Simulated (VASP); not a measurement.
Write the native input for VASP 6.6.1 that does the following.

```yaml
Task: single point
Functional: LDA
Potentials_or_basis: VASP PAW LDA potentials, release 64 (Sn_d, O_h)
Cutoff: 1340 eV
k_mesh: 10 × 10 × 8
Occupations: gaussian, width 0.01 eV
Spin: no spin polarisation
Dipole_correction: no
Further_INCAR_settings: ALGO = Normal; EDIFF = 1e-06; NBANDS = 28
```

The structure of SnO lies in POSCAR:

```
SnO
1.0
    3.7684145659      0.0000000000      0.0000000000
    0.0000000000      3.7684145659      0.0000000000
    0.0000000000      0.0000000000      4.6608438525
Sn O
2 2
Direct
    0.5000000000      0.0000000000      0.2454391878
    0.0000000000      0.5000000000      0.7545608122
    0.0000000000      0.0000000000      0.0000000000
    0.5000000000      0.5000000000      0.0000000000
```

The input as run:

INCAR

```
  PREC = Accurate
  ENCUT = 1340
  EDIFF = 1E-6
  ISMEAR = 0
  SIGMA = 0.01
  LREAL = False
  LASPH = True
  NELM = 120
  ALGO = Normal
  ISIF = 2
  LWAVE = False
  LCHARG = True
  LELF = True
  LVHAR = True
  NBANDS = 28
  GGA_COMPAT = False
```

KPOINTS

```
Automatic mesh
0
Gamma
  10 10 8
```

Potentials or basis: VASP PAW LDA potentials, release 64 (Sn_d, O_h).

Command:

```console
$ cat potpaw_LDA.64/Sn_d/POTCAR potpaw_LDA.64/O_h/POTCAR > POTCAR
$ mpirun -np 1 vasp_std > vasp.out
```

It gave:

```json
{"Pressure": "0.3 GPa", "Largest force": "0.099 eV/Å", "Band gap on the k mesh": "zero (bands 20 and 21 overlap by 0.20 eV)"}
```

Caveat: semilocal functionals underestimate gaps, and a narrow one can read as zero; spin-orbit coupling is left out, which moves the levels of the heavy elements.

Run time: 7.2 min on 1 thread of Intel(R) Xeon(R) Platinum 8488C (Sapphire Rapids), on a shared host, peak memory 0.75 GiB.
